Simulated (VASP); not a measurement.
## SnO2: single point with PBE

The system is SnO2.

```
Sn O
1.0
     0.00000    2.53347    2.62467
     2.53347    0.00000    2.62467
     2.53347    2.53347    0.00000
Sn O
1 2
Cartesian
  0.0000 0.0000 0.0000
  1.2667 1.2667 1.3123
  3.8002 3.8002 3.9370
```

This cell differs from its parent crystal: uniaxial z strain +3.6%.

| Property | Result |
| --- | --- |
| Program | VASP 6.6.1 |
| Task | single point |
| Functional | PBE |
| Potentials or basis | VASP PAW PBE potentials, release 64 (Sn_d, O) |
| Cutoff | 520 eV |
| k mesh | 8 × 8 × 8 |
| Occupations | fermi-dirac, width 0.02 eV |
| Spin | no spin polarisation |

The pressure is 2.6 GPa and the band gap on the k mesh is zero (bands 13 and 14 overlap by 0.25 eV).

Stress tensor (GPa, compression positive):
```
 7.70  0.00  0.00
 0.00  7.70  0.00
 0.00  0.00 -7.45
```

Levels at points of the mesh, in eV from the Fermi level:
```tsv
k point	band 10	band 11	band 12	band 13	band 14	band 15	band 16	band 17
(0.00, 0.00, 0.00)	-2.88	-1.88	-1.29	-1.29	-0.26	6.79	6.79	7.01
(0.50, 0.00, 0.00)	-3.51	-3.32	-2.26	-2.14	4.42	7.67	9.95	10.05
(0.50, 0.50, 0.00)	-5.37	-0.49	-0.25	-0.25	3.30	7.05	9.51	11.64
(0.50, 0.00, 0.50)	-5.50	-0.60	-0.17	-0.13	2.79	6.64	9.68	11.61
```

Wall time 62 s on 1 thread of Intel Xeon 8259CL, on a shared host, peak memory 0.18 GiB.

Caveat: the cell differs from its parent crystal (uniaxial z strain +3.6%); semilocal functionals underestimate gaps, so a narrow gap can read as zero; spin-orbit coupling is left out, which moves the levels of the heavy elements.
